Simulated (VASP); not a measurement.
# La8CS8O2 in VASP: further runs, part 2 of 2

VASP 6.6.1. Earlier steps stand in the parts before.

**3. Single point, PBE+D3(BJ)**

INCAR

```
SYSTEM = La8CS8O2
  PREC = Accurate
  ENCUT = 520
  EDIFF = 1E-7
  ISMEAR = 0
  SIGMA = 0.05
  LREAL = Auto
  LASPH = .TRUE.
  NELM = 100
  ALGO = Normal
  ISIF = 2
  LWAVE = .FALSE.
  LCHARG = .FALSE.
  GGA = PE
  IVDW = 12
  NBANDS = 91
```

KPOINTS

```
Automatic mesh
0
G
  2 2 1
  0 0 0
```

POSCAR

```
La8CS8O2
1.0
    8.1854680000      0.0000000000      0.0000000000
    4.0927340000      7.0888230000      0.0000000000
    0.0000000000      0.0000000000     18.0125550000
La S C O
8 8 1 2
Direct
    0.0000000000      0.0000000000      0.0555168326
   -0.0000000353      0.5000000705      0.0555168326
    0.5000000000      0.0000000000      0.0555168326
    0.4999999647      0.5000000705      0.0555168326
    0.6628434983      0.6699811802      0.2541394599
    0.6661788684      0.1680483488      0.2561768167
    0.1650120174      0.6702486435      0.2538646516
    0.1648537433      0.1700166586      0.2589870787
    0.3308677829      0.8377567052      0.1500895348
    0.3327767430      0.3325937183      0.1504131424
    0.8315346483      0.8356391463      0.1497254554
    0.8343276929      0.3328157580      0.1504436211
   -0.0058684986      0.5094500173      0.3294719711
    0.9989727771      1.0002896108      0.3322193326
    0.4970793106      0.5027173058      0.3305816415
    0.5012831025      0.0004234836      0.3324441757
    0.3298185824      0.3082493384      0.4935413660
    0.1989645464      0.2940332972      0.4774005687
    0.4598796116      0.3229790051      0.5105669351
```

Potentials or basis: VASP PAW PBE potentials, release 64 (La, S, C, O).

Launch:

```bash
$ cat potpaw_PBE.64/La/POTCAR potpaw_PBE.64/S/POTCAR potpaw_PBE.64/C/POTCAR potpaw_PBE.64/O/POTCAR > POTCAR
$ mpirun -np 1 vasp_std > vasp.out
```

OUTCAR:

```text
SYSTEM = La8CS8O2
   PREC = Accurate
   ENCUT = 520
   EDIFF = 1E-7
   ISMEAR = 0
   LREAL = Auto
   LASPH = .TRUE.
   NELM = 100
   ISIF = 2
   GGA = PE
   IVDW = 12
 IVDW          = 12

 ion  position               nearest neighbor table
   1  0.000  0.000  0.056-   9 2.90  11 2.91  12 2.91
   2  1.000  0.500  0.056-  10 2.91  12 2.91  11 2.92
   3  0.500  0.000  0.056-  11 2.90   9 2.90  10 2.91
   4  0.500  0.500  0.056-  12 2.92  10 2.92   9 2.94
   5  0.663  0.670  0.254-  13 2.71  15 2.73  16 2.73   9 3.01  11 3.03  12 3.03
   6  0.666  0.168  0.256-  15 2.72  14 2.73  16 2.73  12 3.03  10 3.04  11 3.04
   7  0.165  0.670  0.254-  13 2.72  15 2.73  14 2.73   9 3.01  11 3.02  10 3.03
   8  0.165  0.170  0.259-  14 2.72  13 2.72  16 2.73  12 3.05  10 3.05   9 3.07
   9  0.331  0.838  0.150-   1 2.90   3 2.90   4 2.94   5 3.01   7 3.01   8 3.07
  10  0.333  0.333  0.150-   3 2.91   2 2.91   4 2.92   7 3.03   6 3.04   8 3.05
  11  0.832  0.836  0.150-   3 2.90   1 2.91   2 2.92   7 3.02   5 3.03   6 3.04
  12  0.834  0.333  0.150-   1 2.91   2 2.91   4 2.92   6 3.03   5 3.03   8 3.05
  13  0.994  0.509  0.329-   5 2.71   7 2.72   8 2.72
  14  0.999  0.000  0.332-   8 2.72   6 2.73   7 2.73
  15  0.497  0.503  0.331-   6 2.72   7 2.73   5 2.73
  16  0.501  0.000  0.332-   8 2.73   6 2.73   5 2.73
  17  0.330  0.308  0.494-  18 1.17  19 1.17
  18  0.199  0.294  0.477-  17 1.17
  19  0.460  0.323  0.511-  17 1.17

  LATTYP: Found a hexagonal cell.
 ALAT       =     8.1854678009
 C/A-ratio  =     2.2005529113

  Lattice vectors:

 A1 = (  -4.0927340000,  -7.0888230000,   0.0000000000)
 A2 = (   8.1854680000,   0.0000000000,   0.0000000000)
 A3 = (   0.0000000000,   0.0000000000,  18.0125550000)

Analysis of symmetry for initial positions (statically):
=====================================================================
 Subroutine PRICEL returns:
 Original cell was already a primitive cell.

 Routine SETGRP: Setting up the symmetry group for a
 hexagonal supercell.

 Subroutine GETGRP returns: Found  1 space group operations
 (whereof  1 operations were pure point group operations)
 out of a pool of 24 trial point group operations.

The static configuration has the point symmetry C_1 .

Analysis of symmetry for dynamics (positions and initial velocities):
=====================================================================
 Subroutine PRICEL returns:
 Original cell was already a primitive cell.

 Routine SETGRP: Setting up the symmetry group for a
 hexagonal supercell.

 Subroutine GETGRP returns: Found  1 space group operations
 (whereof  1 operations were pure point group operations)
 out of a pool of 24 trial point group operations.

The dynamic configuration has the point symmetry C_1 .

 Subroutine INISYM returns: Found  1 space group operations
 (whereof  1 operations are pure point group operations),
 and found     1 'primitive' translations

----------------------------------------------------------------------------------------

                                     Primitive cell

  volume of cell :    1045.1845

  direct lattice vectors                    reciprocal lattice vectors
     8.185468000  0.000000000  0.000000000     0.122167725 -0.070533571  0.000000000
     4.092734000  7.088823000  0.000000000     0.000000000  0.141067142  0.000000000
     0.000000000  0.000000000 18.012555000     0.000000000  0.000000000  0.055516833

  length of vectors
     8.185468000  8.185467801 18.012555000     0.141067138  0.141067142  0.055516833
[... 77 lines left out ...]
   number of dos      NEDOS =    301   number of ions     NIONS =     19
   total plane-waves  NPLWV = 573440
   dimension x,y,z NGX =    64 NGY =   64 NGZ =  140
   dimension x,y,z NGXF=   128 NGYF=  128 NGZF=  280
   ions per type =               8   8   1   2
   NGX,Y,Z   is equivalent  to a cutoff of  13.00, 13.00, 12.92 a.u.
   NGXF,Y,Z  is equivalent  to a cutoff of  26.00, 26.00, 25.84 a.u.
 SYSTEM =  La8CS8O2
   PREC   = accura    normal or accurate (medium, high low for compatibility)
   ISTART =      0    job   : 0-new  1-cont  2-samecut
   ICHARG =      2    charge: 1-file 2-atom 10-const
   ISPIN  =      1    spin polarized calculation?
   LNONCOLLINEAR =      F non collinear calculations
   LSORBIT =      F    spin-orbit coupling
   LASPH  =      T    aspherical Exc in radial PAW
   ENCUT  =  520.0 eV  38.22 Ry    6.18 a.u.  15.22 15.22 33.49*2*pi/ulx,y,z
   NELM   =    100;   NELMIN=  2; NELMDL= -5     # of ELM steps
   EDIFF  = 0.1E-06   stopping-criterion for ELM
   LREAL  =      T    real-space projection
   EDIFFG = 0.1E-05   stopping-criterion for IOM
   NSW    =      0    number of steps for IOM
   IBRION =     -1    ionic relax: 0-MD 1-quasi-New 2-CG
   NFREE  =      0    steps in history (QN), initial steepest desc. (CG)
   ISIF   =      2    stress and relaxation
   ISYM   =      2    0-nonsym 1-usesym 2-fastsym
   POTIM  = 0.5000    time-step for ionic-motion
   TEBEG  =    0.0;   TEEND  =   0.0 temperature during run
   PSTRESS=    0.0 pullay stress
   NELECT =     152.0000    total number of electrons
   NUPDOWN=      -1.0000    fix difference up-down
   EMIN   =  10.00;   EMAX   =-10.00  energy-range for DOS
   EFERMI =   0.00;   METHOD = LEGACY
   ISMEAR =     0;   SIGMA  =   0.05  broadening in eV -4-tet -1-fermi 0-gaus
   EFERMI_NEDOS =   21; number of points for ismear=-14 and -15
   IALGO  =     38    algorithm
   IMIX   =      4    mixing-type and parameters
     AMIX     =   0.40;   BMIX     =  1.00
     AMIX_MAG =   1.60;   BMIX_MAG =  1.00
  volume/ion in A,a.u.               =      55.01       371.22
  Fermi-wavevector in a.u.,A,eV,Ry     =   0.860911  1.626886 10.084205  0.741168
  Thomas-Fermi vector in A             =   1.978486
   LORBIT       =      0    0 simple, 1 ext, 2 COOP (PROOUT), +10 PAW based schemes
   GGA     = PE    functional components
   LHFCALC =     F    Hartree Fock is set to
   AEXX    =    0.0000 exact exchange contribution
   IVDW    =    12    specifies the selected vdW correction
   LEPSILON=     F    determine dielectric tensor
   LRPA    =     F    only Hartree local field effects (RPA)
 non-spin polarized calculation
 Gauss-broadening in eV      SIGMA  =   0.05
  energy-cutoff  :      520.00
  volume of cell :     1045.18
 maximum number of plane-waves:     28207
 NGX is ok and might be reduce to    64
   NGX = 31   NGY = 31   NGZ = 67

 number of electron     152.0000003 magnetization

 Free energy of the ion-electron system (eV)
  ---------------------------------------------------
  ext. energy  EPLUGINS =         0.00000000
  ---------------------------------------------------
  free energy    TOTEN  =      -119.38038344 eV

  energy without entropy =     -119.29780535  energy(sigma->0) =     -119.33909439

 E-fermi :   0.8657     XC(G=0):  -5.2707

 val. band max:        0.8621182375   @ k =   0.0000   0.5000   0.0000
 cond. band min:       0.8677312482   @ k =   0.0000   0.5000   0.0000
 fundamental gap:      0.0056130107
 Fermi energy:         0.8657218412

 k-point     1 :       0.0000    0.0000    0.0000
  band No.  band energies     occupation
      1     -32.6391      2.00000
      2     -32.6000      2.00000
      3     -32.5814      2.00000
      4     -32.5715      2.00000
      5     -31.4709      2.00000
      6     -31.4176      2.00000
[... 353 lines left out ...]
     87       2.0178      0.00000
     88       2.0323      0.00000
 [bands above 88 left out]

------------------------ aborting loop because EDIFF is reached ----------------------------------------

 Edisp (eV)   -4.39123

 E8    (eV) :    -2.1641

  FORCE on cell =-STRESS in cart. coord.  units (eV):
  Direction    XX          YY          ZZ          XY          YZ          ZX
  --------------------------------------------------------------------------------------
  -------------------------------------------------------------------------------------
  Total       3.50192     1.85030     0.09770    -0.04712    -0.64202     0.49980
  in kB       5.36815     2.83635     0.14977    -0.07224    -0.98416     0.76615
  external pressure =        2.78 kB  Pullay stress =        0.00 kB

 VOLUME and BASIS-vectors are now :
 -----------------------------------------------------------------------------
  energy-cutoff  :      520.00
  volume of cell :     1045.18
      direct lattice vectors                 reciprocal lattice vectors
     8.185468000  0.000000000  0.000000000     0.122167725 -0.070533571  0.000000000
     4.092734000  7.088823000  0.000000000     0.000000000  0.141067142  0.000000000
     0.000000000  0.000000000 18.012555000     0.000000000  0.000000000  0.055516833

 POSITION                                       TOTAL-FORCE (eV/Angst)
 -----------------------------------------------------------------------------------
      0.00000      0.00000      1.00000        -0.019161     -0.000564     -0.004899
     10.23183      3.54441      1.00000        -0.002349      0.050056     -0.011841
      4.09273      0.00000      1.00000         0.010206      0.001836      0.004759
      6.13910      3.54441      1.00000        -0.008503      0.031586     -0.032017
      8.16774      4.74938      4.57770        -0.001734      0.000322      0.011093
      6.14076      1.19127      4.61440         0.001572     -0.000542      0.006339
[... 11 lines left out ...]
      2.83202      2.08435      8.59920        -0.575960     -0.104726     -0.047183
      5.08620      2.28954      9.19661         0.625389      0.043688      0.163493
 -----------------------------------------------------------------------------------
    total drift:                                0.001466      0.000458     -0.001429

  FREE ENERGIE OF THE ION-ELECTRON SYSTEM (eV)
  ---------------------------------------------------
  free  energy   TOTEN  =      -123.7716122489 eV

  energy  without entropy=     -123.6890341629  energy(sigma->0) =     -123.73032321
```

Run time: 40 min. Hardware: 1 thread of Intel Xeon Platinum 8488C (Sapphire Rapids), shared host; peak memory 1.2 GiB.

What came out:

```
Free energy                : -123.7716 eV
Largest force              : 0.648 eV/Å
Band gap on the k mesh     : 0.01 eV
Dispersion energy per atom : -0.231 eV
```

Forces on the atoms (eV/Å):
```
La  -0.019 -0.001 -0.005
La  -0.002  0.050 -0.012
La   0.010  0.002  0.005
La  -0.009  0.032 -0.032
La  -0.002  0.000  0.011
La   0.002 -0.001  0.006
La   0.001  0.001  0.002
La  -0.004 -0.015 -0.021
S    0.004  0.003  0.006
S    0.006  0.002 -0.006
S   -0.003  0.003  0.000
S   -0.005  0.006 -0.004
S    0.004 -0.016 -0.028
S    0.001  0.004 -0.011
S    0.001  0.000 -0.005
S   -0.005  0.006 -0.009
C   -0.030 -0.016 -0.013
O   -0.576 -0.105 -0.047
O    0.625  0.044  0.163
```

Caveat: the k points lie up to 0.44 Å⁻¹ apart; there is no dipole correction, which matters where the two faces differ; semilocal functionals underestimate gaps, and a narrow one can read as zero; spin-orbit coupling is left out, which moves the levels of the heavy elements.
